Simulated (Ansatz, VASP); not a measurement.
Two plane-wave programs on ZnSe

```
CELL_PARAMETERS angstrom
0.00000 2.78367 2.78367
2.78367 0.00000 2.78367
2.78367 2.78367 0.00000
ATOMIC_POSITIONS crystal
Zn 0.00000 0.00000 0.00000
Se 0.25000 0.25000 0.25000
```

Alike in both runs: functional LDA; k mesh 8 × 8 × 8; occupations gaussian, width 0.02 eV; no spin polarisation.

Ansatz relaxed the structure, and its values are those at the end. VASP's run is a single point on that final structure, the one shown.

|  | VASP | Ansatz |
| --- | --- | --- |
| version | VASP 6.6.1 | Ansatz 0.2.0 |
| potentials or method | VASP PAW LDA potentials, release 64 (Zn, Se), cutoff 520 eV | scalar-relativistic, plane waves, PAW |
| valence electrons in the cell | 18 | 28 |

VASP gave:

```
gap on the k mesh at the Fermi level (eV) : 1.29
least direct gap on the mesh (eV)         : 1.29
pressure (GPa)                            : 0.4
```

**Question.** What did Ansatz give for the same quantities?

**Answer.** gap on the k mesh at the Fermi level (eV): 1.25; least direct gap on the mesh (eV): 1.25; pressure (GPa): 0.0.

Ansatz warns that its potentials were made for another functional, while VASP's fit it. LDA's correlation is that of Perdew and Zunger in VASP and of Perdew and Wang (1992) in Ansatz. VASP's potentials hold 18 valence electrons a cell and Ansatz's 28, so a difference there can come from the potentials and not from the codes.
